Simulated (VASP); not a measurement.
Input of a VASP 6.6.1 run:

File INCAR:

```
SYSTEM = Sc5Al11N16
ALGO     = Normal         ! electronic algorithm
EDIFF    = 1E-7           ! SCF threshold, eV
ENCUT    = 520            ! plane-wave cutoff, eV
GGA      = PE             ! functional
ISIF     = 2              ! what is computed and relaxed
ISMEAR   = 0              ! smearing method
LASPH    = .TRUE.         ! aspherical terms in the spheres
LCHARG   = .TRUE.         ! write CHGCAR
LELF     = .TRUE.         ! ELF
LREAL    = Auto         
LVHAR    = .TRUE.       
LWAVE    = .FALSE.        ! write WAVECAR
NBANDS   = 106            ! bands
NELM     = 100            ! most SCF steps
PREC     = Accurate       ! precision mode
SIGMA    = 0.01           ! smearing width, eV
```

KPOINTS

```
k-points
0
G
  4 4 3
  0 0 0
```

Contents of POSCAR:

```
Sc5Al11N16
1.0
    6.5523274912      0.0046261431      0.0089870379
   -3.2721573882      5.6415627223     -0.0038552514
    0.0139550278      0.0011444223     10.1899259289
Al Sc N
11 5 16
Direct
    0.3372779994      0.1665824270      0.7557250914
    0.1710278243      0.8324469725     -0.0063848591
    0.3375551932      0.6704076889      0.2459584474
    0.3386870353      0.6723711920      0.7543033967
    0.6682068594      0.3287571533     -0.0061632597
    0.8269826945      0.1639998610      0.2496964862
    0.6661236730      0.3331960180      0.5049057405
    0.8266269278      0.1626774623      0.7496849829
    0.6625789110      0.8383996056     -0.0025701890
    0.6646888732      0.8324413634      0.5004049649
    0.8306655247      0.6671258807      0.7533027042
    0.1605105936      0.3343180560     -0.0084971122
    0.3410941971      0.1659151728      0.2413049852
    0.1670255793      0.3349792564      0.4977094346
    0.1685710647      0.8319753658      0.5032984512
    0.8313537947      0.6646376966      0.2407919058
    0.1550993104      0.3396794612      0.2007987979
    0.3528387556      0.1754156832      0.4459283042
    0.1670633938      0.3338772552      0.7099258147
    0.3436642846      0.1601492729      0.9444185302
    0.1753915624      0.8203955243      0.1820988839
    0.3543723470      0.6784259522      0.4339899806
    0.1656679062      0.8328278797      0.7084893710
    0.3457665231      0.6865367150      0.9387833345
    0.6813290758      0.3239371114      0.1786741621
    0.8114141829      0.1569736903      0.4405640284
    0.6671856529      0.3343661333      0.6954993147
    0.8110951771      0.1546787981      0.9342340349
    0.6576471362      0.8443895302      0.1846820461
    0.8160127805      0.6575607706      0.4484746093
    0.6656699110      0.8325151067      0.6913819023
    0.8308052553      0.6680399435      0.9445857144
```

Potentials or basis: VASP PAW PBE potentials, release 64 (Al, Sc_sv, N).

Command:

```console
$ cat potpaw_PBE.64/Al/POTCAR potpaw_PBE.64/Sc_sv/POTCAR potpaw_PBE.64/N/POTCAR > POTCAR
$ mpirun -np 1 vasp_std > vasp.out
```

Problem. Estimate the pressure.

Solution. 0.2 GPa.

Problem. Estimate the band gap on the k mesh.

Solution. 3.42 eV.

Problem. Predict the largest force.

Solution. 0.085 eV/Å.

Forces in eV/Å, atoms in the order of the input:
```
Al  -0.002  0.003  0.005
Al   0.003  0.001  0.002
Al   0.001 -0.002  0.000
Al   0.001  0.000  0.003
Al   0.000 -0.005  0.001
Al   0.000 -0.004 -0.002
Al   0.003  0.001  0.003
Al  -0.003 -0.001  0.003
Al  -0.003  0.003  0.002
Al   0.003  0.003  0.002
Al   0.003 -0.001  0.003
Sc   0.002 -0.005  0.004
Sc  -0.013  0.005 -0.002
Sc  -0.019 -0.003  0.014
Sc  -0.006 -0.012  0.003
Sc  -0.011  0.008  0.012
N   -0.055  0.030  0.036
N    0.066  0.038  0.019
N    0.001  0.001  0.038
N    0.053 -0.027 -0.020
N    0.060 -0.037 -0.040
N    0.062  0.037 -0.045
N    0.000  0.001  0.052
N    0.004  0.061 -0.018
N    0.063 -0.033 -0.041
N   -0.050 -0.029 -0.018
N    0.001  0.000 -0.004
N   -0.053 -0.031 -0.019
N   -0.050  0.029 -0.017
N   -0.056 -0.031  0.037
N   -0.001  0.001 -0.003
N   -0.002 -0.001 -0.006
```

A k mesh can miss the band edges.
